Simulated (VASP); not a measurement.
# Be3CdF2 (P6/mmm) in VASP: a series of runs, part 2 of 2

VASP 6.6.1. Earlier steps stand in the parts before.

### 3 Single point, PBE

This run uses another cell than the first one, of 12.50 Å³/atom.

INCAR

```
SYSTEM = Be3CdF2
ALGO = Normal
EDIFF = 1E-6
ENCUT = 600
GGA = PE
GGA_COMPAT = .False.
ISIF = 2
ISMEAR = 0
LASPH = .True.
LCHARG = .False.
LREAL = .False.
LWAVE = .False.
NBANDS = 29
NELM = 120
PREC = Accurate
SIGMA = 0.1
```

KPOINTS

```
k-points
0
Gamma
  12 12 8
  0 0 0
```

POSCAR

```
Be3CdF2
1.0
    4.2560073118      0.0000000000      0.0000000000
   -2.1280036559      3.6858104508      0.0000000000
    0.0000000000      0.0000000000      4.7826282565
Be Cd F
3 1 2
Direct
    0.5000000000      0.0000000000      0.5000000000
    0.5000000000      0.5000000000      0.5000000000
    0.0000000000      0.5000000000      0.5000000000
    0.0000000000      0.0000000000      0.0000000000
    0.3333333333      0.6666666667      0.0000000000
    0.6666666667      0.3333333333      0.0000000000
```

Potentials or basis: VASP PAW PBE potentials, release 64 (Be, Cd_sv_GW, F).

On the command line:

```bash
$ cat potpaw_PBE.64/Be/POTCAR potpaw_PBE.64/Cd_sv_GW/POTCAR potpaw_PBE.64/F/POTCAR > POTCAR
$ mpirun -np 1 vasp_std > vasp.out
```

OUTCAR:

```text
SYSTEM = Be3CdF2
   EDIFF = 1E-6
   ENCUT = 600
   GGA = PE
   ISIF = 2
   ISMEAR = 0
   LASPH = .True.
   LREAL = .False.
   NELM = 120
   PREC = Accurate

 ion  position               nearest neighbor table
   1  0.500  0.000  0.500-   2 2.13   3 2.13   2 2.13   3 2.13
   2  0.500  0.500  0.500-   3 2.13   3 2.13   1 2.13   1 2.13
   3  0.000  0.500  0.500-   2 2.13   2 2.13   1 2.13   1 2.13
   4  0.000  0.000  0.000-
   5  0.333  0.667  0.000-
   6  0.667  0.333  0.000-

  LATTYP: Found a hexagonal cell.
 ALAT       =     4.2560073118
 C/A-ratio  =     1.1237359116

  Lattice vectors:

 A1 = (   4.2560073118,   0.0000000000,   0.0000000000)
 A2 = (  -2.1280036559,   3.6858104508,   0.0000000000)
 A3 = (   0.0000000000,   0.0000000000,   4.7826282565)

Analysis of symmetry for initial positions (statically):
=====================================================================
 Subroutine PRICEL returns:
 Original cell was already a primitive cell.

 Routine SETGRP: Setting up the symmetry group for a
 hexagonal supercell.

 Subroutine GETGRP returns: Found 24 space group operations
 (whereof 24 operations were pure point group operations)
 out of a pool of 24 trial point group operations.

The static configuration has the point symmetry D_6h.

Analysis of symmetry for dynamics (positions and initial velocities):
=====================================================================
 Subroutine PRICEL returns:
 Original cell was already a primitive cell.

 Routine SETGRP: Setting up the symmetry group for a
 hexagonal supercell.

 Subroutine GETGRP returns: Found 24 space group operations
 (whereof 24 operations were pure point group operations)
 out of a pool of 24 trial point group operations.

The dynamic configuration has the point symmetry D_6h.

 Subroutine INISYM returns: Found 24 space group operations
 (whereof 24 operations are pure point group operations),
 and found     1 'primitive' translations

----------------------------------------------------------------------------------------

                                     Primitive cell

  volume of cell :      75.0243

  direct lattice vectors                    reciprocal lattice vectors
     4.256007312  0.000000000  0.000000000     0.234962002  0.135655375  0.000000000
    -2.128003656  3.685810451  0.000000000     0.000000000  0.271310751  0.000000000
     0.000000000  0.000000000  4.782628256     0.000000000  0.000000000  0.209090054

  length of vectors
     4.256007312  4.256007312  4.782628256     0.271310751  0.271310751  0.209090054

  position of ions in fractional coordinates (direct lattice)
     0.500000000  0.000000000  0.500000000
     0.500000000  0.500000000  0.500000000
     0.000000000  0.500000000  0.500000000
     0.000000000  0.000000000  0.000000000
     0.333333333  0.666666667  0.000000000
     0.666666667  0.333333333  0.000000000

  ion indices of the primitive-cell ions
   primitive index   ion index
                 1           1
                 2           2
                 3           3
                 4           4
                 5           5
                 6           6

----------------------------------------------------------------------------------------
[... 29 lines left out ...]
  0.166667 -0.000000  0.000000      6.000000
  0.250000  0.000000  0.000000      6.000000
  0.333333  0.000000  0.000000      6.000000
  0.416667  0.000000  0.000000      6.000000
[... 16 lines left out ...]
  0.250000  0.000000  0.125000     12.000000
  0.333333  0.000000  0.125000     12.000000
 [... further k-points ...]
   k-points           NKPTS =     95   k-points in BZ     NKDIM =     95   number of bands    NBANDS=     29
   number of dos      NEDOS =    301   number of ions     NIONS =      6
   total plane-waves  NPLWV =  51840
   dimension x,y,z NGX =    36 NGY =   36 NGZ =   40
   dimension x,y,z NGXF=    72 NGYF=   72 NGZF=   80
   ions per type =               3   1   2
   NGX,Y,Z   is equivalent  to a cutoff of  14.06, 14.06, 13.90 a.u.
   NGXF,Y,Z  is equivalent  to a cutoff of  28.12, 28.12, 27.81 a.u.
 SYSTEM =  Be3CdF2
   PREC   = accura    normal or accurate (medium, high low for compatibility)
   ISTART =      0    job   : 0-new  1-cont  2-samecut
   ICHARG =      2    charge: 1-file 2-atom 10-const
   ISPIN  =      1    spin polarized calculation?
   LNONCOLLINEAR =      F non collinear calculations
   LSORBIT =      F    spin-orbit coupling
   LASPH  =      T    aspherical Exc in radial PAW
   ENCUT  =  600.0 eV  44.10 Ry    6.64 a.u.   8.50  8.50  9.55*2*pi/ulx,y,z
   NELM   =    120;   NELMIN=  2; NELMDL= -5     # of ELM steps
   EDIFF  = 0.1E-05   stopping-criterion for ELM
   LREAL  =      F    real-space projection
   EDIFFG = 0.1E-04   stopping-criterion for IOM
   NSW    =      0    number of steps for IOM
   IBRION =     -1    ionic relax: 0-MD 1-quasi-New 2-CG
   NFREE  =      0    steps in history (QN), initial steepest desc. (CG)
   ISIF   =      2    stress and relaxation
   ISYM   =      2    0-nonsym 1-usesym 2-fastsym
   POTIM  = 0.5000    time-step for ionic-motion
   TEBEG  =    0.0;   TEEND  =   0.0 temperature during run
   PSTRESS=    0.0 pullay stress
   NELECT =      40.0000    total number of electrons
   NUPDOWN=      -1.0000    fix difference up-down
   EMIN   =  10.00;   EMAX   =-10.00  energy-range for DOS
   EFERMI =   0.00;   METHOD = LEGACY
   ISMEAR =     0;   SIGMA  =   0.10  broadening in eV -4-tet -1-fermi 0-gaus
   EFERMI_NEDOS =   21; number of points for ismear=-14 and -15
   IALGO  =     38    algorithm
   IMIX   =      4    mixing-type and parameters
     AMIX     =   0.40;   BMIX     =  1.00
     AMIX_MAG =   1.60;   BMIX_MAG =  1.00
  volume/ion in A,a.u.               =      12.50        84.38
  Fermi-wavevector in a.u.,A,eV,Ry     =   1.327479  2.508571 23.976176  1.762199
  Thomas-Fermi vector in A             =   2.456788
   LORBIT       =      0    0 simple, 1 ext, 2 COOP (PROOUT), +10 PAW based schemes
   GGA     = PE    functional components
   LHFCALC =     F    Hartree Fock is set to
   AEXX    =    0.0000 exact exchange contribution
   IVDW    =     0    specifies the selected vdW correction
   LEPSILON=     F    determine dielectric tensor
   LRPA    =     F    only Hartree local field effects (RPA)
 non-spin polarized calculation
 Gauss-broadening in eV      SIGMA  =   0.10
  energy-cutoff  :      600.00
  volume of cell :       75.02
 maximum number of plane-waves:      2539
 NGX is ok and might be reduce to    36
   NGX = 17   NGY = 17   NGZ = 19

 number of electron      40.0000005 magnetization

 Free energy of the ion-electron system (eV)
  ---------------------------------------------------
  ext. energy  EPLUGINS =         0.00000000
  ---------------------------------------------------
  free energy    TOTEN  =       -17.53940834 eV

  energy without entropy =      -17.53405594  energy(sigma->0) =      -17.53673214

 E-fermi :   3.6002     XC(G=0): -10.0731

 val. band max:        3.5462757274   @ k =   0.3333   0.0000   0.5000
 cond. band min:       3.6106003715   @ k =   0.1667   0.0833   0.3750
 fundamental gap:      0.0643246441
 Fermi energy:         3.6001760250

 k-point     1 :       0.0000    0.0000    0.0000
  band No.  band energies     occupation
      1     -98.6669      2.00000
      2     -59.8271      2.00000
      3     -59.6950      2.00000
      4     -59.6950      2.00000
      5     -19.7003      2.00000
      6     -18.6842      2.00000
[... 757 lines left out ...]
     28      11.8609      0.00000
     29      12.9016      0.00000

 [... further k-points ...]

------------------------ aborting loop because EDIFF is reached ----------------------------------------

  FORCE on cell =-STRESS in cart. coord.  units (eV):
  Direction    XX          YY          ZZ          XY          YZ          ZX
  --------------------------------------------------------------------------------------
  -------------------------------------------------------------------------------------
  Total       -0.1613122     -0.1613122     -0.2067153      0.0000000     -0.0000000      0.0000000
  in kB       -3.4448944     -3.4448944     -4.4144980      0.0000000     -0.0000000      0.0000000
  external PRESSURE =      -3.7680956 kB  Pullay stress =       0.0000000 kB

 VOLUME and BASIS-vectors are now :
 -----------------------------------------------------------------------------
  energy-cutoff  :      600.00
  volume of cell :       75.02
      direct lattice vectors                 reciprocal lattice vectors
     4.256007312  0.000000000  0.000000000     0.234962002  0.135655375  0.000000000
    -2.128003656  3.685810451  0.000000000     0.000000000  0.271310751  0.000000000
     0.000000000  0.000000000  4.782628256     0.000000000  0.000000000  0.209090054

 POSITION                                       TOTAL-FORCE (eV/Angst)
 -----------------------------------------------------------------------------------
      2.12800      0.00000      2.39131        -0.000000      0.000000     -0.000000
      1.06400      1.84291      2.39131        -0.000000      0.000000     -0.000000
     -1.06400      1.84291      2.39131        -0.000000      0.000000     -0.000000
      0.00000      0.00000      0.00000        -0.000000      0.000000     -0.000000
     -0.00000      2.45721      0.00000        -0.000000      0.000000     -0.000000
      2.12800      1.22860      0.00000         0.000000      0.000000      0.000000
 -----------------------------------------------------------------------------------
    total drift:                               -0.000000      0.000000      0.000000

  FREE ENERGIE OF THE ION-ELECTRON SYSTEM (eV)
  ---------------------------------------------------
  free  energy   TOTEN  =       -17.5394083376 eV

  energy  without entropy=      -17.5340559390  energy(sigma->0) =      -17.53673214
```

Run time: 2.7 min. Hardware: 1 thread of Intel Xeon Platinum 8559C (Emerald Rapids), shared host; peak memory 0.42 GiB.

What came out:

```
Free energy            : -17.5394 eV
Pressure               : -0.4 GPa
Band gap on the k mesh : zero (bands 20 and 21 overlap by 1.71 eV)
```

Stress tensor (GPa, compression positive):
```
-0.34  0.00  0.00
 0.00 -0.34  0.00
 0.00  0.00 -0.44
```
